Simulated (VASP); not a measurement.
Write the native input for VASP 6.6.1 that does the following.

| Quantity | Value |
| --- | --- |
| Task | single point |
| Functional | BLYP |
| Potentials or basis | VASP PAW PBE potentials, release 64 (Ti_sv) |
| Cutoff | 520 eV |
| k mesh | 14 × 14 × 4 |
| Occupations | fermi-dirac, width 0.1 eV |
| Spin | no spin polarisation |
| Dipole correction | no |
| Further INCAR settings | ALGO = Normal; EDIFF = 1e-07; NBANDS = 32 |

The structure of Ti lies in POSCAR:

```
Ti
1.0
    3.0701616056      0.0000000000      0.0000000000
   -1.5350808028      2.6588379442      0.0000000000
    0.0000000000      0.0000000000      9.8233884041
Ti
4
Direct
    1.0000000000      0.0000000000      0.0000000000
    1.0000000000      1.0000000000      0.5000000000
    0.3333333333      0.6666666667      0.2500000000
    0.6666666667      0.3333333333      0.7500000000
```

The input as run:

INCAR

```
SYSTEM = Ti
PREC = Accurate
ENCUT = 520
EDIFF = 1E-7
ISMEAR = -1
SIGMA = 0.1
LREAL = .False.
LASPH = .True.
NELM = 80
ALGO = Normal
ISIF = 2
LWAVE = .False.
LCHARG = .True.
GGA = B5
ALDAX = 1.0
AGGAX = 1.0
AGGAC = 1.0
ALDAC = 0.0
LELF = .True.
LVHAR = .True.
NBANDS = 32
```

KPOINTS

```
Automatic mesh
0
Gamma
  14 14 4
  0 0 0
```

Potentials or basis: VASP PAW PBE potentials, release 64 (Ti_sv).

Launch:

```console
$ cat potpaw_PBE.64/Ti_sv/POTCAR > POTCAR
$ mpirun -np 1 vasp_std > vasp.out
```

Results of the run:

```json
{"Pressure": "-9.4 GPa", "Band gap on the k mesh": "zero (bands 24 and 25 overlap by 0.92 eV)"}
```

Caveat: the cell stands under tension; the PAW data sets were made with another functional, which shifts forces and pressure a little.

Run time: 110 s on 1 thread of Intel(R) Xeon(R) 6975P-C (Granite Rapids), on a shared host, peak memory 0.28 GiB.
